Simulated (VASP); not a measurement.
Cl, 4 atoms in the cell. It takes space group Cmce (No. 64, orthorhombic). Conventional cell: a = 6.290 Å, b = 4.500 Å, c = 8.210 Å, α = 90.00°, β = 90.00°, γ = 90.00°. Within 2.7 Å of Cl (site symmetry m) lie 1 Cl at 2.02 Å. 

```yaml
Program: VASP 6.6.1
Task: relaxation of cell and atoms
Functional: r2SCAN
Potentials_or_basis: VASP PAW PBE potentials, release 64 (Cl)
Cutoff: 550 eV
k_mesh: 6 × 6 × 3
Occupations: fermi-dirac, width 0.02 eV
Spin: no spin polarisation
Dipole_correction: no
Further_INCAR_settings: ALGO = Normal; EDIFF = 1e-07; IBRION = 2; EDIFFG = -0.02; NSW = 80; ISIF = 3
```

Potentials or basis: VASP PAW PBE potentials, release 64 (Cl).

Launch:

```bash
$ cat potpaw_PBE.64/Cl/POTCAR > POTCAR
$ cp INCAR.step1 INCAR
$ mpirun -np 1 vasp_std > vasp.out
$ cp INCAR.step2 INCAR
$ mpirun -np 1 vasp_std > vasp.out
```

Hardware: 1 thread of AMD EPYC 9R45 96-Core Processor (Zen 5) (shared host).

Question: Estimate the wall time of this run.

Answer: Run time: 34 min on 1 thread of AMD EPYC 9R45 96-Core Processor (Zen 5), on a shared host, peak memory 0.23 GiB. Counts: k points 26, ion steps 18.
